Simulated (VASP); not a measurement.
# HgTe in VASP: further runs

Runs on HgTe. Level: PBE. Tasks: single point, relaxation of cell and atoms.

Program: VASP 6.6.1. These are calculated values, not measurements. Logs are shortened: lines on timing, memory, paths and dates and some standing lists are left out, and cuts for length are marked.

## (1) The cell of the first run

Symmetry: P-43m, No. 215, cubic system. The conventional cell has a = 6.152 Å, b = 6.152 Å, c = 6.152 Å, α = 90.00°, β = 90.00°, γ = 90.00°. Within 4.0 Å of Hg (site symmetry 3m) lie 6 Te at 3.07 to 3.08 Å. Te (site symmetry 3m) has 6 Hg at 3.07 to 3.08 Å within 4.0 Å.

## (2) Single point, PBE

File INCAR:

```
ALGO = Normal
EDIFF = 1E-6
ENCUT = 520
GGA = PE
ISIF = 2
ISMEAR = 0
LASPH = True
LCHARG = False
LREAL = False
LWAVE = False
NBANDS = 46
NELM = 100
PREC = Accurate
SIGMA = 0.1
```

File KPOINTS:

```
k-points
0
Gamma
  4 4 4
```

File POSCAR:

```
HgTe
1.0
    6.1521514215      0.0000000000      0.0000000000
    0.0000000000      6.1521514215      0.0000000000
    0.0000000000      0.0000000000      6.1521514215
Hg Te
4 4
Direct
    0.2491730359      0.7508269641      0.2491730359
    0.7508269641      0.2491730359      0.2491730359
    0.7508269641      0.7508269641      0.7508269641
    0.2491730359      0.2491730359      0.7508269641
    0.7497540766      0.2502459234      0.7497540766
    0.2502459234      0.7497540766      0.7497540766
    0.2502459234      0.2502459234      0.2502459234
    0.7497540766      0.7497540766      0.2502459234
```

Potentials or basis: VASP PAW PBE potentials, release 64 (Hg, Te).

Launch:

```console
> cat potpaw_PBE.64/Hg/POTCAR potpaw_PBE.64/Te/POTCAR > POTCAR
> mpirun -np 1 vasp_std > vasp.out
```

OUTCAR:

```text
EDIFF = 1E-6
   ENCUT = 520
   GGA = PE
   ISIF = 2
   ISMEAR = 0
   LASPH = True
   LREAL = False
   NELM = 100
   PREC = Accurate

 ion  position               nearest neighbor table
   1  0.249  0.751  0.249-   6 3.07   7 3.07   8 3.07   8 3.08   7 3.08   6 3.08
   2  0.751  0.249  0.249-   5 3.07   7 3.07   8 3.07   8 3.08   7 3.08   5 3.08
   3  0.751  0.751  0.751-   5 3.07   6 3.07   8 3.07   5 3.08   6 3.08   8 3.08
   4  0.249  0.249  0.751-   5 3.07   6 3.07   7 3.07   6 3.08   5 3.08   7 3.08
   5  0.750  0.250  0.750-   2 3.07   3 3.07   4 3.07   3 3.08   4 3.08   2 3.08
   6  0.250  0.750  0.750-   1 3.07   3 3.07   4 3.07   3 3.08   4 3.08   1 3.08
   7  0.250  0.250  0.250-   1 3.07   2 3.07   4 3.07   1 3.08   2 3.08   4 3.08
   8  0.750  0.750  0.250-   1 3.07   2 3.07   3 3.07   2 3.08   1 3.08   3 3.08

  LATTYP: Found a simple cubic cell.
 ALAT       =     6.1521514215

  Lattice vectors:

 A1 = (   6.1521514215,   0.0000000000,   0.0000000000)
 A2 = (   0.0000000000,   6.1521514215,   0.0000000000)
 A3 = (   0.0000000000,   0.0000000000,   6.1521514215)

Analysis of symmetry for initial positions (statically):
=====================================================================
 Subroutine PRICEL returns:
 Original cell was already a primitive cell.

 Routine SETGRP: Setting up the symmetry group for a
 simple cubic supercell.

 Subroutine GETGRP returns: Found 24 space group operations
 (whereof 24 operations were pure point group operations)
 out of a pool of 48 trial point group operations.

The static configuration has the point symmetry T_d .

Analysis of symmetry for dynamics (positions and initial velocities):
=====================================================================
 Subroutine PRICEL returns:
 Original cell was already a primitive cell.

 Routine SETGRP: Setting up the symmetry group for a
 simple cubic supercell.

 Subroutine GETGRP returns: Found 24 space group operations
 (whereof 24 operations were pure point group operations)
 out of a pool of 48 trial point group operations.

The dynamic configuration has the point symmetry T_d .

 Subroutine INISYM returns: Found 24 space group operations
 (whereof 24 operations are pure point group operations),
 and found     1 'primitive' translations

----------------------------------------------------------------------------------------

                                     Primitive cell

  volume of cell :     232.8526

  direct lattice vectors                    reciprocal lattice vectors
     6.152151422  0.000000000  0.000000000     0.162544764  0.000000000  0.000000000
     0.000000000  6.152151422  0.000000000     0.000000000  0.162544764  0.000000000
     0.000000000  0.000000000  6.152151422     0.000000000  0.000000000  0.162544764

  length of vectors
     6.152151422  6.152151422  6.152151422     0.162544764  0.162544764  0.162544764

  position of ions in fractional coordinates (direct lattice)
     0.249173036  0.750826964  0.249173036
     0.750826964  0.249173036  0.249173036
     0.750826964  0.750826964  0.750826964
     0.249173036  0.249173036  0.750826964
     0.749754077  0.250245923  0.749754077
     0.250245923  0.749754077  0.749754077
     0.250245923  0.250245923  0.250245923
     0.749754077  0.749754077  0.250245923

  ion indices of the primitive-cell ions
   primitive index   ion index
                 1           1
                 2           2
                 3           3
                 4           4
                 5           5
                 6           6
                 7           7
                 8           8

----------------------------------------------------------------------------------------

 KPOINTS: k-points

Automatic generation of k-mesh.
 Grid dimensions read from file:
 generate k-points for:    4    4    4

 Generating k-lattice:

  Cartesian coordinates                     Fractional coordinates (reciprocal lattice)
     0.040636191  0.000000000  0.000000000     0.250000000  0.000000000  0.000000000
     0.000000000  0.040636191  0.000000000     0.000000000  0.250000000  0.000000000
     0.000000000  0.000000000  0.040636191     0.000000000  0.000000000  0.250000000

  Length of vectors
     0.040636191  0.040636191  0.040636191

  Shift w.r.t. Gamma in fractional coordinates (k-lattice)
     0.000000000  0.000000000  0.000000000

 Subroutine IBZKPT returns following result:
 ===========================================

 Found     10 irreducible k-points:

 Following reciprocal coordinates:
            Coordinates               Weight
  0.000000  0.000000  0.000000      1.000000
  0.250000  0.000000  0.000000      6.000000
  0.500000  0.000000  0.000000      3.000000
  0.250000  0.250000  0.000000     12.000000
  0.500000  0.250000  0.000000     12.000000
  0.500000  0.500000  0.000000      3.000000
  0.250000  0.250000  0.250000      8.000000
  0.500000  0.250000  0.250000     12.000000
  0.500000  0.500000  0.250000      6.000000
  0.500000  0.500000  0.500000      1.000000
   k-points           NKPTS =     10   k-points in BZ     NKDIM =     10   number of bands    NBANDS=     46
   number of dos      NEDOS =    301   number of ions     NIONS =      8
   total plane-waves  NPLWV = 110592
   dimension x,y,z NGX =    48 NGY =   48 NGZ =   48
   dimension x,y,z NGXF=    96 NGYF=   96 NGZF=   96
   ions per type =               4   4
   NGX,Y,Z   is equivalent  to a cutoff of  12.97, 12.97, 12.97 a.u.
   NGXF,Y,Z  is equivalent  to a cutoff of  25.94, 25.94, 25.94 a.u.
 SYSTEM =  unknown system
   PREC   = accura    normal or accurate (medium, high low for compatibility)
   ISTART =      0    job   : 0-new  1-cont  2-samecut
   ICHARG =      2    charge: 1-file 2-atom 10-const
   ISPIN  =      1    spin polarized calculation?
   LNONCOLLINEAR =      F non collinear calculations
   LSORBIT =      F    spin-orbit coupling
   LASPH  =      T    aspherical Exc in radial PAW
   ENCUT  =  520.0 eV  38.22 Ry    6.18 a.u.  11.44 11.44 11.44*2*pi/ulx,y,z
   NELM   =    100;   NELMIN=  2; NELMDL= -5     # of ELM steps
   EDIFF  = 0.1E-05   stopping-criterion for ELM
   LREAL  =      F    real-space projection
   EDIFFG = 0.1E-04   stopping-criterion for IOM
   NSW    =      0    number of steps for IOM
   IBRION =     -1    ionic relax: 0-MD 1-quasi-New 2-CG
   NFREE  =      0    steps in history (QN), initial steepest desc. (CG)
   ISIF   =      2    stress and relaxation
   ISYM   =      2    0-nonsym 1-usesym 2-fastsym
   POTIM  = 0.5000    time-step for ionic-motion
   TEBEG  =    0.0;   TEEND  =   0.0 temperature during run
   PSTRESS=    0.0 pullay stress
   NELECT =      72.0000    total number of electrons
   NUPDOWN=      -1.0000    fix difference up-down
   EMIN   =  10.00;   EMAX   =-10.00  energy-range for DOS
   EFERMI =   0.00;   METHOD = LEGACY
   ISMEAR =     0;   SIGMA  =   0.10  broadening in eV -4-tet -1-fermi 0-gaus
   EFERMI_NEDOS =   21; number of points for ismear=-14 and -15
   IALGO  =     38    algorithm
   IMIX   =      4    mixing-type and parameters
     AMIX     =   0.40;   BMIX     =  1.00
     AMIX_MAG =   1.60;   BMIX_MAG =  1.00
  volume/ion in A,a.u.               =      29.11       196.42
  Fermi-wavevector in a.u.,A,eV,Ry     =   1.107028  2.091980 16.674093  1.225511
  Thomas-Fermi vector in A             =   2.243537
   LORBIT       =      0    0 simple, 1 ext, 2 COOP (PROOUT), +10 PAW based schemes
   GGA     = PE    functional components
   LHFCALC =     F    Hartree Fock is set to
   AEXX    =    0.0000 exact exchange contribution
   IVDW    =     0    specifies the selected vdW correction
   LEPSILON=     F    determine dielectric tensor
   LRPA    =     F    only Hartree local field effects (RPA)
 non-spin polarized calculation
 Gauss-broadening in eV      SIGMA  =   0.10
  energy-cutoff  :      520.00
  volume of cell :      232.85
 maximum number of plane-waves:      6302
 NGX is ok and might be reduce to    48

 number of electron      71.9999995 magnetization

 Free energy of the ion-electron system (eV)
  ---------------------------------------------------
  ext. energy  EPLUGINS =         0.00000000
  ---------------------------------------------------
  free energy    TOTEN  =       -13.24245577 eV

  energy without entropy =      -13.19656743  energy(sigma->0) =      -13.21951160

 E-fermi :   4.1873     XC(G=0):  -9.7490

 val. band max:        4.1676895553   @ k =   0.5000   0.5000   0.0000
 cond. band min:       4.2581719762   @ k =   0.5000   0.5000   0.2500
 fundamental gap:      0.0904824209
 Fermi energy:         4.1873289977

 k-point     1 :       0.0000    0.0000    0.0000
  band No.  band energies     occupation
      1      -7.7365      2.00000
      2      -6.7614      2.00000
      3      -6.7614      2.00000
      4      -6.7614      2.00000
      5      -2.5797      2.00000
      6      -2.5797      2.00000
[... 38 lines left out ...]
     45      11.7329      0.00000
     46      11.7330      0.00000

 k-point     2 :       0.2500    0.0000    0.0000
  band No.  band energies     occupation
      1      -7.5707      2.00000
      2      -6.8573      2.00000
      3      -6.6898      2.00000
      4      -6.6898      2.00000
      5      -2.6253      2.00000
      6      -2.5615      2.00000
[... 38 lines left out ...]
     45      10.6583      0.00000
     46      11.0189      0.00000

 k-point     3 :       0.5000    0.0000    0.0000
  band No.  band energies     occupation
      1      -7.1815      2.00000
      2      -7.1812      2.00000
      3      -6.6126      2.00000
      4      -6.6126      2.00000
      5      -2.7464      2.00000
      6      -2.7429      2.00000
[... 332 lines left out ...]
     45       8.4532      0.00000
     46       8.4540      0.00000

 k-point    10 :       0.5000    0.5000    0.5000
  band No.  band energies     occupation
      1      -6.5871      2.00000
      2      -6.5870      2.00000
      3      -6.5870      2.00000
      4      -6.5870      2.00000
      5      -2.8765      2.00000
      6      -2.8765      2.00000
[... 38 lines left out ...]
     45       8.1082      0.00000
     46       8.1085      0.00000

------------------------ aborting loop because EDIFF is reached ----------------------------------------

  FORCE on cell =-STRESS in cart. coord.  units (eV):
  Direction    XX          YY          ZZ          XY          YZ          ZX
  --------------------------------------------------------------------------------------
  -------------------------------------------------------------------------------------
  Total        0.1146209      0.1146209      0.1146209      0.0000000      0.0000000      0.0000000
  in kB        0.7886665      0.7886665      0.7886665      0.0000000      0.0000000      0.0000000
  external PRESSURE =       0.7886665 kB  Pullay stress =       0.0000000 kB

 VOLUME and BASIS-vectors are now :
 -----------------------------------------------------------------------------
  energy-cutoff  :      520.00
  volume of cell :      232.85
      direct lattice vectors                 reciprocal lattice vectors
     6.152151422  0.000000000  0.000000000     0.162544764  0.000000000  0.000000000
     0.000000000  6.152151422  0.000000000     0.000000000  0.162544764  0.000000000
     0.000000000  0.000000000  6.152151422     0.000000000  0.000000000  0.162544764

 POSITION                                       TOTAL-FORCE (eV/Angst)
 -----------------------------------------------------------------------------------
      1.53295      4.61920      1.53295         0.006018     -0.006018      0.006018
      4.61920      1.53295      1.53295        -0.006018      0.006018      0.006018
      4.61920      4.61920      4.61920        -0.006018     -0.006018     -0.006018
      1.53295      1.53295      4.61920         0.006018      0.006018     -0.006018
      4.61260      1.53955      4.61260        -0.000031      0.000031     -0.000031
      1.53955      4.61260      4.61260         0.000031     -0.000031     -0.000031
      1.53955      1.53955      1.53955         0.000031      0.000031      0.000031
      4.61260      4.61260      1.53955        -0.000031     -0.000031      0.000031
 -----------------------------------------------------------------------------------
    total drift:                                0.000000      0.000000      0.000000

  FREE ENERGIE OF THE ION-ELECTRON SYSTEM (eV)
  ---------------------------------------------------
  free  energy   TOTEN  =       -13.2424557707 eV

  energy  without entropy=      -13.1965674250  energy(sigma->0) =      -13.21951160
```

Run time: 59 s. Hardware: 1 thread of Intel Xeon 6975P-C (Granite Rapids), shared host; peak memory 0.35 GiB.

Results:

- Free energy: -13.2425 eV
- Pressure: 0.1 GPa
- Largest force: 0.010 eV/Å
- Band gap on the k mesh: zero (bands 36 and 37 overlap by 1.31 eV)

Forces in eV/Å, atoms in the order of the input:
```
Hg   0.006 -0.006  0.006
Hg  -0.006  0.006  0.006
Hg  -0.006 -0.006 -0.006
Hg   0.006  0.006 -0.006
Te   0.000  0.000  0.000
Te   0.000  0.000  0.000
Te   0.000  0.000  0.000
Te   0.000  0.000  0.000
```

Caveat: spin-orbit coupling is left out, which moves the levels of the heavy elements.

## (3) Single point, PBE

This run uses another cell than the first one: it holds 2 atoms, not 8.

File INCAR:

```
  PREC = Accurate
  ENCUT = 520
  EDIFF = 1E-6
  ISMEAR = 0
  SIGMA = 0.1
  LREAL = False
  LASPH = True
  NELM = 60
  ALGO = Normal
  ISIF = 2
  LWAVE = False
  LCHARG = True
  GGA = PE
  LELF = True
  LVHAR = True
  NBANDS = 16
```

File KPOINTS:

```
regular mesh
0
Gamma
  16 16 16
```

File POSCAR:

```
HgTe
1.0
    0.0000000000      3.0710199179      3.0710199179
    3.0710199179      0.0000000000      3.0710199179
    3.0710199179      3.0710199179      0.0000000000
Hg Te
1 1
Direct
    0.5000000000      0.5000000000      0.5000000000
    0.0000000000      0.0000000000      0.0000000000
```

Potentials or basis: VASP PAW PBE potentials, release 64 (Hg, Te).

Launch:

```console
> cat potpaw_PBE.64/Hg/POTCAR potpaw_PBE.64/Te/POTCAR > POTCAR
> mpirun -np 1 vasp_std > vasp.out
```

Run time: 37 s. Hardware: 1 thread of Intel Xeon 6975P-C (Granite Rapids), shared host; peak memory 0.27 GiB.

Results (log left out):

```
Free energy            : -3.3456 eV
Pressure               : 0.1 GPa
Band gap on the k mesh : zero (bands 9 and 10 overlap by 2.43 eV)
```

Levels at points of the mesh, in eV from the Fermi level:
```csv
k point,band 5,band 6,band 7,band 8,band 9,band 10,band 11,band 12,band 13,band 14
"(0.00, 0.00, 0.00)",-6.56,-6.56,-1.03,-0.66,-0.66,-0.66,7.63,7.63,7.63,7.74
"(0.50, 0.00, 0.00)",-6.40,-6.40,-5.41,0.26,0.26,2.67,3.59,4.00,4.00,10.31
"(0.50, 0.50, 0.00)",-6.33,-5.79,-4.11,-2.70,-2.17,-2.17,4.89,9.05,9.05,9.54
```

Caveat: spin-orbit coupling is left out, which moves the levels of the heavy elements.

## (4) Relaxation of cell and atoms, PBE

This run uses another cell than the first one: it holds 2 atoms, not 8.

File INCAR:

```
SYSTEM = HgTe
PREC = Accurate
ENCUT = 600
EDIFF = 1E-7
ISMEAR = 0
SIGMA = 0.1
LREAL = .False.
LASPH = .True.
NELM = 60
ALGO = Normal
ISIF = 3
LWAVE = .False.
LCHARG = .False.
GGA = PE
IBRION = 2
NSW = 100
EDIFFG = -0.01
```

File KPOINTS:

```
regular mesh
0
Gamma
  16 16 16
  0 0 0
```

File POSCAR:

```
HgTe
1.0
    0.0000000000      3.0760757108      3.0760757108
    3.0760757108      0.0000000000      3.0760757108
    3.0760757108      3.0760757108      0.0000000000
Hg Te
1 1
Direct
    0.5000000000      0.5000000000      0.5000000000
    0.0000000000      0.0000000000      0.0000000000
```

Launch:

```console
> cat potpaw_PBE.64/Hg/POTCAR potpaw_PBE.64/Te/POTCAR > POTCAR
> mpirun -np 1 vasp_std > vasp.out
```

Run time: 73 s. Hardware: 1 thread of Intel Xeon 6975P-C (Granite Rapids), shared host; peak memory 0.32 GiB.

It converged, with:

| Quantity | Value |
| --- | --- |
| Free energy | -3.3457 eV |
| Relaxed volume | 29.04 Å³/atom |
| Relaxed cell | a = 4.347 Å, b = 4.347 Å, c = 4.347 Å, α = 60.00°, β = 60.00°, γ = 60.00° |
| Space group after relaxing (to 0.1 Å) | Fm-3m (No. 225) |
| Energy gained by relaxing | 0.0 meV/atom |
| Ionic steps | 2 |
| Pressure after relaxing | 0.0 GPa |
| Band gap on the k mesh | zero (bands 9 and 10 overlap by 2.42 eV) |

Final structure:
```
Hg Te
1.0
     0.00000    3.07356    3.07356
     3.07356    0.00000    3.07356
     3.07356    3.07356    0.00000
Hg Te
1 1
Cartesian
  3.0736 3.0736 3.0736
  0.0000 0.0000 0.0000
```

Levels at points of the mesh, in eV from the Fermi level:
```tsv
k point	band 5	band 6	band 7	band 8	band 9	band 10	band 11	band 12	band 13
(0.00, 0.00, 0.00)	-6.55	-6.55	-1.04	-0.66	-0.66	-0.66	7.63	7.63	7.63
(0.50, 0.00, 0.00)	-6.39	-6.39	-5.40	0.26	0.26	2.68	3.57	4.01	4.01
(0.50, 0.50, 0.00)	-6.32	-5.78	-4.09	-2.70	-2.16	-2.16	4.90	9.04	9.04
```

Caveat: spin-orbit coupling is left out, which moves the levels of the heavy elements.

## (5) Summary

```tsv
task	cell	k mesh	cutoff (eV)	gap on the mesh (eV)	pressure (GPa)
single point	a = 6.152 Å, 8 atoms, atomic positions A	4 × 4 × 4	520	none	0.1
single point	a = 4.343 Å, angles 60.0°, 2 atoms, atomic positions B	16 × 16 × 16	520	none	0.1
relaxation of cell and atoms	relaxed from a = 4.350 Å, angles 60.0°, 2 atoms, atomic positions B	16 × 16 × 16	600	none	0.0
```

Alike in all rows: level PBE; potentials or basis VASP PAW PBE potentials, release 64 (Hg, Te); no spin polarisation; smearing gaussian 0.1 eV.

Caveats: spin-orbit coupling is left out, which moves the levels of the heavy elements.

Absolute energies hang on the potentials; compare differences alone.
